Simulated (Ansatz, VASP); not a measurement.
One calculation of Si2SnGe, two programs

File INCAR:

```
  ALGO = Normal
  EDIFF = 1E-6
  EDIFFG = -0.001
  ENCUT = 600
  GGA = PE
  IBRION = 2
  ISIF = 3
  ISMEAR = 0
  LASPH = True
  LCHARG = False
  LREAL = False
  LWAVE = False
  NELM = 60
  NSW = 80
  PREC = Accurate
  SIGMA = 0.01
```

KPOINTS

```
k-points
0
Gamma
  10 10 6
```

Contents of POSCAR:

```
Si2SnGe
1.0
    4.1210345592      0.0000000000      0.0000000000
    0.0000000000      4.1210345592      0.0000000000
    0.0000000000      0.0000000000      5.8590948846
Si Sn Ge
2 1 1
Direct
    0.5000000000      0.0000000000      0.7683464591
    0.0000000000      0.5000000000      0.2316535409
    0.0000000000      0.0000000000      0.5000000000
    0.5000000000      0.5000000000      0.0000000000
```

Input for Ansatz:

```yaml
crystal:
  lattice:
    - [4.1210345594, 0.0, 0.0]
    - [0.0, 4.1210345594, 0.0]
    - [0.0, 0.0, 5.859094885]
  atoms:
    - { symbol: Si, position: [0.5, 0.0, 0.7683464591] }
    - { symbol: Si, position: [0.0, 0.5, 0.2316535409] }
    - { symbol: Sn, position: [0.0, 0.0, 0.5] }
    - { symbol: Ge, position: [0.5, 0.5, 0.0] }
basis:
  ecutwfc: 420
kpoints:
  mp_grid: { grid: [10, 10, 6] }
hamiltonian:
  xc: pbe
scf:
  occupations: { method: gaussian, width: 0.01 }
output:
  forces: true
  stress: true
  eigenvalues: true
relax:
  adjacent_minimum: "off"
  f_tol: 0.001
  max_steps: 60
  cell: { stress_tol: 0.01 }
```

Alike in both runs: task relaxation of cell and atoms; functional PBE; k mesh 10 × 10 × 6; occupations gaussian, width 0.01 eV; no spin polarisation.

|  | VASP | Ansatz |
| --- | --- | --- |
| version | VASP 6.6.1 | Ansatz 0.2.0 |
| potentials or method | VASP PAW PBE potentials, release 64 (Si, Sn_d, Ge_d), cutoff 600 eV | scalar-relativistic, plane waves, PAW |
| valence electrons in the cell | 36 | 36 |

|  | VASP | Ansatz | Ansatz less VASP |
| --- | --- | --- | --- |
| gap on the k mesh at the Fermi level, each at its own relaxed structure (eV) | 0.10 | 0.10 | -0.004 |
| relaxed volume (Å³/atom) | 24.85 | 24.88 | +0.025 |
| relaxed length of the cell vector where the two differ most in proportion (Å) | 4.120 | 4.121 | +0.0014 |
